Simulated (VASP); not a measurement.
Input of a VASP 6.6.1 run:

The input POSCAR:

```
K2LiAlH6
1.0
    0.0000000000      3.8803495304      3.8803495304
    3.8803495304      0.0000000000      3.8803495304
    3.8803495304      3.8803495304      0.0000000000
K Li Al H
2 1 1 6
Direct
    0.7500000000      0.7500000000      0.7500000000
    0.2500000000      0.2500000000      0.2500000000
    0.5000000000      0.5000000000      0.5000000000
    0.0000000000      0.0000000000      0.0000000000
    0.7721073600      0.2278926400      0.2278926400
    0.7721073600      0.2278926400      0.7721073600
    0.2278926400      0.7721073600      0.7721073600
    0.2278926400      0.7721073600      0.2278926400
    0.2278926400      0.2278926400      0.7721073600
    0.7721073600      0.7721073600      0.2278926400
```

File INCAR.step1:

```
ALGO = Normal
EDIFF = 1E-4
ENCUT = 600
GGA = PE
ISMEAR = 0
LASPH = True
LCHARG = False
LREAL = False
LWAVE = True
NELM = 80
PREC = Accurate
SIGMA = 0.02
```

INCAR.step2

```
ALGO = Normal
EDIFF = 1E-7
EDIFFG = -0.005
ENCUT = 600
IBRION = 2
ISIF = 3
ISMEAR = 0
ISTART = 1
LASPH = True
LCHARG = False
LMIXTAU = True
LREAL = False
LWAVE = False
METAGGA = R2SCAN
NELM = 80
NSW = 100
PREC = Accurate
SIGMA = 0.02
```

The input KPOINTS:

```
k-points
0
Gamma
  6 6 6
```

Potentials or basis: VASP PAW PBE potentials, release 64 (K_sv, Li_sv, Al, H).

Run with:

```console
$ cat potpaw_PBE.64/K_sv/POTCAR potpaw_PBE.64/Li_sv/POTCAR potpaw_PBE.64/Al/POTCAR potpaw_PBE.64/H/POTCAR > POTCAR
$ cp INCAR.step1 INCAR
$ mpirun -np 1 vasp_std > vasp.out
$ cp INCAR.step2 INCAR
$ mpirun -np 1 vasp_std > vasp.out
```

(1) Estimate the space group after relaxing (to 0.1 Å).

(2) Estimate the relaxed volume.

Results:

(1) Fm-3m (No. 225).

(2) 11.72 Å³/atom.

Caveat: the cutoff is under 1.25 times the usual one of these potentials, so pressure, stress and relaxed cells hold a basis-set (Pulay) error; the PAW data sets were made with another functional, which shifts forces and pressure a little.
